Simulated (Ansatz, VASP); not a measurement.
**SrTe: VASP beside Ansatz**

The input INCAR:

```
PREC     = Accurate       # precision mode
ENCUT    = 400            # plane-wave cutoff, eV
EDIFF    = 1E-8           # SCF threshold, eV
ISMEAR   = -1             # smearing method
SIGMA    = 0.03           # smearing width, eV
LREAL    = F              # projectors in reciprocal space
LASPH    = T              # aspherical terms in the spheres
NELM     = 120            # most SCF steps
ALGO     = Normal         # electronic algorithm
ISIF     = 2              # what is computed and relaxed
LWAVE    = F              # write WAVECAR
LCHARG   = F              # write CHGCAR
GGA      = PE             # functional
LEFG     = T            
NBANDS   = 15             # bands
GGA_COMPAT= F
```

KPOINTS

```
Automatic mesh
0
Gamma
  11 11 11
```

Contents of POSCAR:

```
SrTe
1.0
    0.0000000000      3.3591786648      3.3591786648
    3.3591786648      0.0000000000      3.3591786648
    3.3591786648      3.3591786648      0.0000000000
Sr Te
1 1
Direct
    0.0000000000      0.0000000000      0.0000000000
    0.5000000000      0.5000000000      0.5000000000
```

Input for Ansatz:

```yaml
crystal:
  lattice:
    - [0.0, 3.3591786648, 3.3591786648]
    - [3.3591786648, 0.0, 3.3591786648]
    - [3.3591786648, 3.3591786648, 0.0]
  atoms:
    - { symbol: Sr, position: [0.0, 0.0, 0.0] }
    - { symbol: Te, position: [0.5, 0.5, 0.5] }
kpoints:
  mp_grid: { grid: [11, 11, 11] }
  band_path:
    path:
      - [0.0, 0.0, 0.0]
      - [0.5, 0.0, 0.5]
      - [0.625, 0.25, 0.625]
      - [0.375, 0.375, 0.75]
      - [0.0, 0.0, 0.0]
      - [0.5, 0.5, 0.5]
      - [0.5, 0.25, 0.75]
      - [0.5, 0.0, 0.5]
    npoints: 14
scf:
  occupations: { method: fermi_dirac, width: 0.03 }
hamiltonian:
  xc: pbe
  pseudopotentials: { kind: paw }
output:
  forces: true
  stress: true
  eigenvalues: true
  efg: { contact_densities: true }
  populations: true
  bader: true
  dos: { projected: true, de: 0.2, e_range: [-14, 8] }
  write_density: true
  write_potential: true
  elf: true
  volumetric_format: npy
```

Alike in both runs: task electric field gradients; functional PBE; k mesh 11 × 11 × 11; occupations fermi-dirac, width 0.03 eV; no spin polarisation.

```csv
,VASP,Ansatz
version,VASP 6.6.1,Ansatz 0.2.0
potentials or method,"VASP PAW PBE potentials, release 64 (Sr_sv, Te)","PAW with Ansatz's default frozen-core files, scalar-relativistic"
plane-wave cutoff (eV),400,420
valence electrons in the cell,16,26
```

VASP gave:

* gap on the k mesh at the Fermi level (eV): 1.78
* pressure (GPa): 0.1

Estimate Ansatz's values.

gap on the k mesh at the Fermi level (eV): 1.80; pressure (GPa): 0.0.

With one functional, cell and mesh, what is left measures potentials, basis and numerics. VASP's potentials hold 16 valence electrons a cell and Ansatz's 26, so a difference there can come from the potentials and not from the codes.

Neither program's run includes spin-orbit coupling.
